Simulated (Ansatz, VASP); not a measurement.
# Rb in VASP and in Ansatz

The input INCAR:

```
SYSTEM = Rb
ALGO     = Fast           ! electronic algorithm
EDIFF    = 1E-6           ! SCF threshold, eV
ENCUT    = 520            ! plane-wave cutoff, eV
GGA      = PE             ! functional
ISIF     = 2              ! what is computed and relaxed
ISMEAR   = 0              ! smearing method
IVDW     = 12             ! dispersion correction
LASPH    = .True.         ! aspherical terms in the spheres
LCHARG   = .True.         ! write CHGCAR
LELF     = .True.         ! ELF
LREAL    = .False.        ! projectors in reciprocal space
LVHAR    = .True.       
LWAVE    = .False.        ! write WAVECAR
NBANDS   = 16             ! bands
NELM     = 60             ! most SCF steps
PREC     = Accurate       ! precision mode
SIGMA    = 0.15           ! smearing width, eV
```

Contents of KPOINTS:

```
k-points
0
Gamma
  12 12 6
  0 0 0
```

Contents of POSCAR:

```
Rb
1.0
    2.3580605989     -4.1268297723      0.0000000000
    2.3580605989      4.1268297723      0.0000000000
    0.0000000000      0.0000000000      8.1450454096
Rb
2
Direct
    0.8359965595      0.1640034405      0.7500000000
    0.1640034405      0.8359965595      0.2500000000
```

Input for Ansatz:

```yaml
crystal:
  lattice:
    - [2.3580605989, -4.1268297723, 0.0]
    - [2.3580605989, 4.1268297723, 0.0]
    - [0.0, 0.0, 8.1450454096]
  atoms:
    - { symbol: Rb, position: [0.8359965595, 0.1640034405, 0.75] }
    - { symbol: Rb, position: [0.1640034405, 0.8359965595, 0.25] }
basis:
  ecutwfc: 420
kpoints:
  mp_grid: { grid: [12, 12, 6] }
hamiltonian:
  xc: pbe
  dispersion: d3bj
scf:
  occupations: { method: gaussian, width: 0.15 }
output:
  forces: true
  stress: true
  eigenvalues: true
  write_density: true
  write_potential: true
  elf: true
  volumetric_format: npy
```

Change from the starting cell: volume 79.262 Å^3 an atom, stretch along c over the lengths across it, relative to the relaxed cell 1.0625.

Alike in both runs: task single point; functional PBE; dispersion D3(BJ); k mesh 12 × 12 × 6; occupations gaussian, width 0.15 eV; no spin polarisation.

```csv
,VASP,Ansatz
version,VASP 6.6.1,Ansatz 0.2.0
potentials or method,"VASP PAW PBE potentials, release 64 (Rb_sv), cutoff 520 eV","scalar-relativistic, plane waves, PAW"
valence electrons in the cell,18,18
```

```csv
,VASP,Ansatz,Ansatz less VASP
gap on the k mesh at the Fermi level (eV),none,none,-
pressure (GPa),0.3,0.3,0.00
"traceless stress, the component that is largest in VASP (GPa)",-0.20,-0.20,0.000
```

A gap of «none» marks a metal or a gap that the smearing closes.
